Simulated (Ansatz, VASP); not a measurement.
## BP in VASP and in Ansatz

```
B P
1.0
     0.00000    2.16019    2.16019
     2.16019    0.00000    2.16019
     2.16019    2.16019    0.00000
B P
1 1
Cartesian
  0.0000 0.0000 0.0000
  2.1602 2.1602 2.1602
```

Alike in both runs: functional PBE; k mesh 17 × 17 × 17; occupations fermi-dirac, width 0.08 eV; no spin polarisation.

Ansatz relaxed the structure, and its values are those at the end. VASP's run is a single point on that final structure, the one shown.

|  | VASP | Ansatz |
| --- | --- | --- |
| version | VASP 6.6.1 | Ansatz 0.2.0 |
| potentials or method | VASP PAW PBE potentials, release 64 (B, P) | PAW with Ansatz's default frozen-core files, scalar-relativistic |
| plane-wave cutoff (eV) | 520 | 420 |
| valence electrons in the cell | 8 | 8 |

|  | VASP | Ansatz | Ansatz less VASP |
| --- | --- | --- | --- |
| pressure (GPa) | -0.2 | 0.0 | +0.23 |
